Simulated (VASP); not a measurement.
# MnS (Pm-3m) in VASP: a series of runs

Runs on MnS. Level: LDA. Tasks: single point.

Everything below comes from runs of VASP 6.6.1. Logs are shortened: lines on timing, memory, paths and dates and some standing lists are left out, and cuts for length are marked.

### 1 The cell of the first run

Symmetry: Pm-3m, No. 221, cubic system. Conventional cell: a = 3.099 Å, b = 3.099 Å, c = 3.099 Å, α = 90.00°, β = 90.00°, γ = 90.00°. Within 3.5 Å of Mn (site symmetry m-3m) lie 8 S at 2.68 Å and 6 Mn at 3.10 Å. Within 3.5 Å of S (site symmetry m-3m) lie 8 Mn at 2.68 Å and 6 S at 3.10 Å.

### 2 Single point, LDA

Contents of INCAR:

```
SYSTEM = MnS
PREC = Accurate
ENCUT = 520
EDIFF = 1E-6
ISMEAR = 1
SIGMA = 0.01
LREAL = .FALSE.
LASPH = .TRUE.
NELM = 80
ALGO = Normal
ISIF = 2
LWAVE = .FALSE.
LCHARG = .FALSE.
GGA = CA
NBANDS = 27
```

Contents of KPOINTS:

```
Automatic mesh
0
Gamma
  3 6 6
  0.5 0.5 0.5
```

Contents of POSCAR:

```
MnS
1.0
    6.1980800000      0.0000000000      0.0000000000
    0.0000000000      3.0990400000      0.0000000000
    0.0000000000      0.0000000000      3.0990400000
Mn S
2 2
Direct
    0.2500000000      0.5000000000      0.5000000000
    0.7500000000      0.5000000000      0.5000000000
    0.0000000000      0.0000000000      0.0000000000
    0.5000000000      0.0000000000      0.0000000000
```

Potentials or basis: VASP PAW LDA potentials, release 64 (Mn_pv, S).

On the command line:

```bash
$ cat potpaw_LDA.64/Mn_pv/POTCAR potpaw_LDA.64/S/POTCAR > POTCAR
$ mpirun -np 1 vasp_std > vasp.out
```

OUTCAR:

```text
SYSTEM = MnS
   PREC = Accurate
   ENCUT = 520
   EDIFF = 1E-6
   ISMEAR = 1
   LREAL = .FALSE.
   LASPH = .TRUE.
   NELM = 80
   ISIF = 2
   GGA = CA

 ion  position               nearest neighbor table
   1  0.250  0.500  0.500-   3 2.68   4 2.68   3 2.68   4 2.68   3 2.68   4 2.68   3 2.68   4 2.68
                             2 3.10   2 3.10
   2  0.750  0.500  0.500-   3 2.68   4 2.68   3 2.68   4 2.68   3 2.68   4 2.68   3 2.68   4 2.68
                             1 3.10   1 3.10
   3  0.000  0.000  0.000-   1 2.68   2 2.68   1 2.68   2 2.68   1 2.68   2 2.68   1 2.68   2 2.68

   4  0.500  0.000  0.000-   1 2.68   2 2.68   1 2.68   2 2.68   1 2.68   2 2.68   1 2.68   2 2.68

  LATTYP: Found a simple tetragonal cell.
 ALAT       =     3.0990400000
 C/A-ratio  =     2.0000000000

  Lattice vectors:

 A1 = (   0.0000000000,   3.0990400000,   0.0000000000)
 A2 = (   0.0000000000,   0.0000000000,   3.0990400000)
 A3 = (   6.1980800000,   0.0000000000,   0.0000000000)

Analysis of symmetry for initial positions (statically):
=====================================================================
 Subroutine PRICEL returns following result:

  LATTYP: Found a simple cubic cell.
 ALAT       =     3.0990400000

  Lattice vectors:

 A1 = (   3.0990400000,   0.0000000000,   0.0000000000)
 A2 = (   0.0000000000,   3.0990400000,   0.0000000000)
 A3 = (   0.0000000000,   0.0000000000,   3.0990400000)

   2 primitive cells build up your supercell.

 Routine SETGRP: Setting up the symmetry group for a
 simple tetragonal supercell.

 Subroutine GETGRP returns: Found 16 space group operations
 (whereof 16 operations were pure point group operations)
 out of a pool of 16 trial point group operations.

The static configuration has the point symmetry D_4h.

Analysis of symmetry for dynamics (positions and initial velocities):
=====================================================================
 Subroutine PRICEL returns following result:

  LATTYP: Found a simple cubic cell.
 ALAT       =     3.0990400000

  Lattice vectors:

 A1 = (   3.0990400000,   0.0000000000,   0.0000000000)
 A2 = (   0.0000000000,   3.0990400000,   0.0000000000)
 A3 = (   0.0000000000,   0.0000000000,   3.0990400000)

   2 primitive cells build up your supercell.

 Routine SETGRP: Setting up the symmetry group for a
 simple tetragonal supercell.

[... 87 lines left out ...]
   LSORBIT =      F    spin-orbit coupling
   LASPH  =      T    aspherical Exc in radial PAW
   ENCUT  =  520.0 eV  38.22 Ry    6.18 a.u.  11.52  5.76  5.76*2*pi/ulx,y,z
   NELM   =     80;   NELMIN=  2; NELMDL= -5     # of ELM steps
   EDIFF  = 0.1E-05   stopping-criterion for ELM
   LREAL  =      F    real-space projection
   EDIFFG = 0.1E-04   stopping-criterion for IOM
   NSW    =      0    number of steps for IOM
   IBRION =     -1    ionic relax: 0-MD 1-quasi-New 2-CG
   NFREE  =      0    steps in history (QN), initial steepest desc. (CG)
   ISIF   =      2    stress and relaxation
   ISYM   =      2    0-nonsym 1-usesym 2-fastsym
   POTIM  = 0.5000    time-step for ionic-motion
   TEBEG  =    0.0;   TEEND  =   0.0 temperature during run
   PSTRESS=    0.0 pullay stress
   NELECT =      38.0000    total number of electrons
   NUPDOWN=      -1.0000    fix difference up-down
   EMIN   =  10.00;   EMAX   =-10.00  energy-range for DOS
   EFERMI =   0.00;   METHOD = LEGACY
   ISMEAR =     1;   SIGMA  =   0.01  broadening in eV -4-tet -1-fermi 0-gaus
   EFERMI_NEDOS =   21; number of points for ismear=-14 and -15
   IALGO  =     38    algorithm
   IMIX   =      4    mixing-type and parameters
     AMIX     =   0.40;   BMIX     =  1.00
     AMIX_MAG =   1.60;   BMIX_MAG =  1.00
  volume/ion in A,a.u.               =      14.88       100.43
  Fermi-wavevector in a.u.,A,eV,Ry     =   1.409610  2.663776 27.034766  1.986999
  Thomas-Fermi vector in A             =   2.531648
   LORBIT       =      0    0 simple, 1 ext, 2 COOP (PROOUT), +10 PAW based schemes
   GGA     = CA    functional components
   LHFCALC =     F    Hartree Fock is set to
   AEXX    =    0.0000 exact exchange contribution
   IVDW    =     0    specifies the selected vdW correction
   LEPSILON=     F    determine dielectric tensor
   LRPA    =     F    only Hartree local field effects (RPA)
 non-spin polarized calculation
 Methfessel and Paxton  Order N= 1 SIGMA  =   0.01
  energy-cutoff  :      520.00
  volume of cell :       59.53
 maximum number of plane-waves:      1622
 NGX is ok and might be reduce to    48
   NGX = 23   NGY = 11   NGZ = 11

 number of electron      37.9999955 magnetization

 Free energy of the ion-electron system (eV)
  ---------------------------------------------------
  ext. energy  EPLUGINS =         0.00000000
  ---------------------------------------------------
  free energy    TOTEN  =       -27.76113501 eV

  energy without entropy =      -27.76088311  energy(sigma->0) =      -27.76105104

 E-fermi :   7.8515     XC(G=0): -12.0095

 val. band max:        7.8261905393   @ k =   0.1667   0.0833   0.0833
 cond. band min:       7.8574425926   @ k =   0.1667   0.2500   0.0833
 fundamental gap:      0.0312520532
 Fermi energy:         7.8515498195

 k-point     1 :       0.1667    0.0833    0.0833
  band No.  band energies     occupation
      1     -39.7438      2.00000
      2     -39.7077      2.00000
      3     -39.7074      2.00000
      4     -39.7073      2.00000
      5     -39.7044      2.00000
      6     -39.7042      2.00000
[... 349 lines left out ...]
     26      10.9835      0.00000
     27      13.6124      0.00000

------------------------ aborting loop because EDIFF is reached ----------------------------------------

  FORCE on cell =-STRESS in cart. coord.  units (eV):
  Direction    XX          YY          ZZ          XY          YZ          ZX
  --------------------------------------------------------------------------------------
  -------------------------------------------------------------------------------------
  Total      -13.3988377    -13.3869887    -13.3869887      0.0000000      0.0000000      0.0000000
  in kB     -360.6335834   -360.3146646   -360.3146646      0.0000000      0.0000000      0.0000000
  external PRESSURE =    -360.4209709 kB  Pullay stress =       0.0000000 kB

 VOLUME and BASIS-vectors are now :
 -----------------------------------------------------------------------------
  energy-cutoff  :      520.00
  volume of cell :       59.53
      direct lattice vectors                 reciprocal lattice vectors
     6.198080000  0.000000000  0.000000000     0.161340286  0.000000000  0.000000000
     0.000000000  3.099040000  0.000000000     0.000000000  0.322680572  0.000000000
     0.000000000  0.000000000  3.099040000     0.000000000  0.000000000  0.322680572

 POSITION                                       TOTAL-FORCE (eV/Angst)
 -----------------------------------------------------------------------------------
      1.54952      1.54952      1.54952        -0.000000     -0.000000     -0.000000
      4.64856      1.54952      1.54952         0.000000     -0.000000     -0.000000
      0.00000      0.00000      0.00000        -0.000000     -0.000000     -0.000000
      3.09904      0.00000      0.00000        -0.000000      0.000000      0.000000
 -----------------------------------------------------------------------------------
    total drift:                                0.000000      0.000000      0.000000

  FREE ENERGIE OF THE ION-ELECTRON SYSTEM (eV)
  ---------------------------------------------------
  free  energy   TOTEN  =       -27.7611350072 eV

  energy  without entropy=      -27.7608831087  energy(sigma->0) =      -27.76105104
```

Run time: 31 s. Hardware: 1 thread of AMD EPYC 7R13, shared host; peak memory 0.12 GiB.

What came out:

| Quantity | Value |
| --- | --- |
| Free energy | -27.7611 eV |
| Pressure | -36.0 GPa |
| Band gap on the k mesh | zero (bands 19 and 20 overlap by 0.57 eV) |

Levels at points of the mesh, in eV from the Fermi level:
```csv
k point,band 15,band 16,band 17,band 18,band 19,band 20,band 21,band 22,band 23,band 24
"(0.17, 0.08, 0.08)",-1.47,-1.15,-1.15,-0.20,-0.03,-0.03,0.13,0.21,1.04,1.68
```

Caveat: the cell stands under tension; the run has no spin polarisation, though such a crystal can be magnetic; semilocal functionals often make such compounds metallic where correlation or magnetic order opens a gap, which also shifts bond lengths.

### 3 Single point, LDA, collinear spin, ferromagnetic start

Contents of INCAR:

```
ALGO     = Normal         # electronic algorithm
EDIFF    = 1E-6           # SCF threshold, eV
ENCUT    = 520            # plane-wave cutoff, eV
ISIF     = 2              # what is computed and relaxed
ISMEAR   = 1              # smearing method
ISPIN    = 2              # spin polarisation
LASPH    = T              # aspherical terms in the spheres
LCHARG   = F              # write CHGCAR
LMAXMIX  = 4              # l up to which the mixer works
LORBIT   = 11             # projections on sites
LREAL    = F              # projectors in reciprocal space
LWAVE    = F              # write WAVECAR
MAGMOM   = 3.2 3.2 0 0    # initial moments
NBANDS   = 31             # bands
NELM     = 150            # most SCF steps
PREC     = Accurate       # precision mode
SIGMA    = 0.01           # smearing width, eV
```

KPOINTS is that of step 2.

POSCAR is that of step 2.

Potentials or basis: VASP PAW LDA potentials, release 64 (Mn_pv, S).

On the command line:

```bash
$ cat potpaw_LDA.64/Mn_pv/POTCAR potpaw_LDA.64/S/POTCAR > POTCAR
$ mpirun -np 1 vasp_std > vasp.out
```

Run time: 75 s. Hardware: 1 thread of AMD EPYC 7R13, shared host; peak memory 0.14 GiB.

The run converged. Its results:

```
Free energy                                           : -29.0003 eV
Pressure                                              : -20.0 GPa
Net moment                                            : 6.14 μB per cell
Site moments                                          : Mn +3.08; S -0.10 μB
Valence electrons inside the program's atomic spheres : Mn 11.46; S 3.60
```

Levels at points of the mesh, in eV from the Fermi level:
Spin up:
| k point | band 18 | band 19 | band 20 | band 21 | band 22 | band 23 | band 24 | band 25 | band 26 | band 27 |
| --- | --- | --- | --- | --- | --- | --- | --- | --- | --- | --- |
| (0.17, 0.08, 0.08) | -1.81 | -1.30 | -1.30 | -1.28 | -1.19 | 0.04 | 0.70 | 3.17 | 5.37 | 6.54 |
Spin down:
| k point | band 13 | band 14 | band 15 | band 16 | band 17 | band 18 | band 19 | band 20 |
| --- | --- | --- | --- | --- | --- | --- | --- | --- |
| (0.17, 0.08, 0.08) | -2.74 | -2.48 | -0.64 | -0.60 | -0.60 | 0.88 | 0.98 | 0.98 |

Caveat: the cell stands under tension; semilocal functionals often make such compounds metallic where correlation or magnetic order opens a gap, which also shifts bond lengths; the run started ferromagnetic, and an antiferromagnetic order may lie lower in energy. With open d or f shells a metallic result of LDA can be an artefact of self-interaction; +U or a hybrid may open a gap.

### 4 Single point, LDA, collinear spin, antiferromagnetic start

Contents of INCAR:

```
SYSTEM = MnS
PREC = Accurate ; ENCUT = 520
EDIFF = 1E-7 ; ISMEAR = 1
SIGMA = 0.01 ; LREAL = .FALSE.
LASPH = .TRUE. ; NELM = 150
ALGO = Normal ; ISIF = 2
LWAVE = .FALSE. ; LCHARG = .FALSE.
ISPIN = 2 ; MAGMOM = 3.2 -3.2 0 0
LORBIT = 11 ; LMAXMIX = 4
NBANDS = 31
```

KPOINTS is that of step 3.

POSCAR is that of step 3.

On the command line:

```bash
$ cat potpaw_LDA.64/Mn_pv/POTCAR potpaw_LDA.64/S/POTCAR > POTCAR
$ mpirun -np 1 vasp_std > vasp.out
```

Run time: 98 s. Hardware: 1 thread of AMD EPYC 7R13, shared host; peak memory 0.14 GiB.

The run converged. Its results:

* Free energy: -29.1456 eV
* Pressure: -13.1 GPa
* Band gap on the k mesh: zero (filled and empty bands overlap)
* Net moment: 0.00 μB per cell
* Site moments: Mn +3.49, -3.49; S +0.00 μB
* Valence electrons inside the program's atomic spheres: Mn 11.44; S 3.64

Stress tensor (GPa, compression positive):
```
-12.07   0.00   0.00
  0.00 -13.68   0.00
  0.00   0.00 -13.68
```

Levels at points of the mesh, in eV from the Fermi level:
Spin up:
| k point | band 15 | band 16 | band 17 | band 18 | band 19 | band 20 | band 21 | band 22 | band 23 | band 24 |
| --- | --- | --- | --- | --- | --- | --- | --- | --- | --- | --- |
| (0.17, 0.08, 0.08) | -1.72 | -1.66 | -1.12 | -0.51 | -0.29 | 0.14 | 0.94 | 1.52 | 1.97 | 2.47 |
Spin down:
```tsv
k point	band 16	band 17	band 18	band 19	band 20	band 21	band 22	band 23
(0.17, 0.08, 0.08)	-1.66	-1.12	-0.51	-0.29	0.14	0.94	1.52	1.97
```

Caveat: the cell stands under tension; the antiferromagnetic order is the one typed at the start, and another may lie lower; semilocal functionals often make such compounds metallic where correlation or magnetic order opens a gap, which also shifts bond lengths.

### 5 The runs side by side

| spin | gap on the mesh (eV) | pressure (GPa) | moment (μB) |
| --- | --- | --- | --- |
| off | none | -36.0 | - |
| collinear, ferromagnetic start | none | -20.0 | 6.14 |
| collinear, antiferromagnetic start | none | -13.1 | 0.00 |

Alike in all rows: task single point; level LDA; potentials or basis VASP PAW LDA potentials, release 64 (Mn_pv, S); cell as given; k mesh 3 × 6 × 6, shifted; cutoff (eV) 520; smearing methfessel-paxton 0.01 eV.

Caveats: the cell stands under tension; semilocal functionals often make such compounds metallic where correlation or magnetic order opens a gap, which also shifts bond lengths; the run started ferromagnetic, and an antiferromagnetic order may lie lower in energy (at least some runs); the antiferromagnetic order is the one typed at the start, and another may lie lower (at least some runs).

Absolute energies hang on the potentials; compare differences alone.

The gap in the log of VASP goes by the Fermi energy; the results here count the filled bands.